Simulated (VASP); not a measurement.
Set up this calculation in VASP 6.6.1, as the native input.

* Task: single point
* Functional: PBE
* Potentials or basis: VASP PAW PBE potentials, release 64 (Os, H)
* Cutoff: 520 eV
* k mesh: 2 × 2 × 3
* Occupations: fermi-dirac, width 0.05 eV
* Spin: no spin polarisation
* Dipole correction: no
* Further INCAR settings: ALGO = Normal; EDIFF = 1e-06; NBANDS = 60

The structure of HOs12 (a cell with a defect) lies in POSCAR:

```
HOs12
1.0
    5.4800000000      0.0000000000      0.0000000000
   -4.1100000000      7.1187290000      0.0000000000
    0.0000000000      0.0000000000      4.3264600000
Os H
12 1
Direct
    0.0136385891      0.0155083864     -0.0461809424
    0.1865991862      0.2485556059      0.5070427093
   -0.0048589635      0.3338376837      0.0474521895
    0.1745248140      0.5577119174      0.5237538311
    0.0015756920      0.6552152779     -0.0161332822
    0.1380265368      0.8729648228      0.4624566042
    0.5041096324     -0.0134012687     -0.0053161245
    0.6595175805      0.2297460684      0.4965722554
    0.5109587444      0.3225435327      0.0101006365
    0.6775234864      0.5659437239      0.4950929860
    0.4864609912      0.6660599104      0.0077199373
    0.6499301703      0.8821939984      0.5296246816
    0.3182268284      0.1158352846      0.5858600334
```

The input as run:

INCAR

```
SYSTEM = HOs12
PREC = Accurate
ENCUT = 520
EDIFF = 1E-6
ISMEAR = -1
SIGMA = 0.05
LREAL = .False.
LASPH = .True.
NELM = 80
ALGO = Normal
ISIF = 2
LWAVE = .False.
LCHARG = .False.
GGA = PE
NBANDS = 60
```

KPOINTS

```
regular mesh
0
Gamma
  2 2 3
  0 0 0
```

Potentials or basis: VASP PAW PBE potentials, release 64 (Os, H).

The run is started by

```sh
$ cat potpaw_PBE.64/Os/POTCAR potpaw_PBE.64/H/POTCAR > POTCAR
$ mpirun -np 1 vasp_std > vasp.out
```

Results of the run:

```
Pressure      : 22.3 GPa
Largest force : 3.689 eV/Å
```

Caveat: the k points lie up to 0.66 Å⁻¹ apart.

It took 110 s on 1 thread of Oxide Virtual Turin-like Processor (shared host), peak memory 0.26 GiB.
